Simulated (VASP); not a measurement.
Set up this calculation in VASP 6.6.1, as the native input.

| Quantity | Value |
| --- | --- |
| Task | single point |
| Functional | LDA |
| Potentials or basis | VASP PAW LDA potentials, release 64 (Li_sv, F) |
| Cutoff | 520 eV |
| k mesh | 10 × 10 × 10 |
| Occupations | gaussian, width 0.05 eV |
| Spin | no spin polarisation |
| Dipole correction | no |
| Further INCAR settings | ALGO = Normal; EDIFF = 1e-07; NBANDS = 12 |

The structure of LiF lies in POSCAR:

```
LiF
1.0
    0.0000000000      1.9133000000      1.9636500000
    1.9133000000      0.0000000000      1.9636500000
    1.9133000000      1.9133000000      0.0000000000
Li F
1 1
Direct
    0.0000000000      0.0000000000      0.0000000000
    0.5000000000      0.5000000000      0.5000000000
```

This cell differs from its parent crystal: strain -0.050 along x and y, -0.025 along z.

One way to write it, as run:

INCAR

```
ALGO     = Normal         # electronic algorithm
EDIFF    = 1E-7           # SCF threshold, eV
ENCUT    = 520            # plane-wave cutoff, eV
GGA      = CA             # functional
ISIF     = 2              # what is computed and relaxed
ISMEAR   = 0              # smearing method
LASPH    = T              # aspherical terms in the spheres
LCHARG   = F              # write CHGCAR
LREAL    = F              # projectors in reciprocal space
LWAVE    = F              # write WAVECAR
NBANDS   = 12             # bands
NELM     = 100            # most SCF steps
PREC     = Accurate       # precision mode
SIGMA    = 0.05           # smearing width, eV
```

KPOINTS

```
k-points
0
Gamma
  10 10 10
```

Potentials or basis: VASP PAW LDA potentials, release 64 (Li_sv, F).

Command:

```sh
$ cat potpaw_LDA.64/Li_sv/POTCAR potpaw_LDA.64/F/POTCAR > POTCAR
$ mpirun -np 1 vasp_std > vasp.out
```

Results of the run:

The band gap on the k mesh is 10.03 eV, direct.

Caveat: the cell differs from its parent crystal (strain -0.050 along x and y, -0.025 along z).

It took 5.8 s on 1 thread of Intel(R) Xeon(R) 6975P-C (Granite Rapids), on a shared host, peak memory 0.12 GiB.
